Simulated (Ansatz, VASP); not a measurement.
## One calculation of LiF, two programs

File POSCAR:

```
LiF
1.0
    2.5595330000      0.0000000000      0.0000000000
    0.0000000000      2.5595330000      0.0000000000
    0.0000000000      0.0000000000      2.5595330000
Li F
1 1
Direct
    0.0000000000      0.0000000000      0.0000000000
    0.5000000000      0.5000000000      0.5439533305
```

INCAR.step1

```
SYSTEM = LiF
PREC = Accurate
ENCUT = 520
ISMEAR = 0
SIGMA = 0.05
LREAL = .False.
LASPH = .True.
NELM = 60
NBANDS = 12
GGA = PE
ALGO = Normal
EDIFF = 1E-4
LWAVE = .True.
LCHARG = .False.
```

The input INCAR.step2:

```
SYSTEM = LiF
PREC = Accurate
ENCUT = 520
EDIFF = 1E-6
ISMEAR = 0
SIGMA = 0.05
LREAL = .False.
LASPH = .True.
NELM = 60
ALGO = Normal
ISIF = 2
LWAVE = .False.
LCHARG = .True.
METAGGA = R2SCAN
LMIXTAU = .True.
LELF = .True.
LVHAR = .True.
NBANDS = 12
ISTART = 1
```

Contents of KPOINTS:

```
regular mesh
0
Gamma
  10 10 10
  0 0 0
```

Input for Ansatz:

```yaml
crystal:
  lattice:
    - [2.559533, 0.0, 0.0]
    - [0.0, 2.559533, 0.0]
    - [0.0, 0.0, 2.559533]
  atoms:
    - { symbol: Li, position: [0.0, 0.0, 0.0] }
    - { symbol: F, position: [0.5, 0.5, 0.5439533305] }
basis:
  ecutwfc: 500
kpoints:
  mp_grid: { grid: [10, 10, 10] }
hamiltonian:
  xc: r2scan
scf:
  occupations: { method: gaussian, width: 0.05 }
output:
  forces: true
  stress: true
  eigenvalues: true
```

Change from the starting cell: all F atoms moved +0.113 Å, as atom 2 along Cartesian [0 0 1].

Alike in both runs: task single point; functional r2SCAN; k mesh 10 × 10 × 10; occupations gaussian, width 0.05 eV; no spin polarisation.

|  | VASP | Ansatz |
| --- | --- | --- |
| version | VASP 6.6.1 | Ansatz 0.2.0 |
| potentials or method | VASP PAW PBE potentials, release 64 (Li_sv, F), cutoff 520 eV | scalar-relativistic, plane waves, PAW |
| valence electrons in the cell | 10 | 10 |

|  | VASP | Ansatz | Ansatz less VASP |
| --- | --- | --- | --- |
| gap on the k mesh at the Fermi level (eV) | 8.62 | 8.45 | -0.170 |
| least direct gap on the mesh (eV) | 9.29 | 9.12 | -0.175 |
| rms of the force components (eV/Å) | 0.041 | 0.028 | -0.0130 |

VASP's potentials were made for PBE, not for r2SCAN. Atom by atom the forces differ by 0.013 eV/Å (rms over components).

Noted on VASP's run: the cutoff is short for stress, so the pressure is rough.
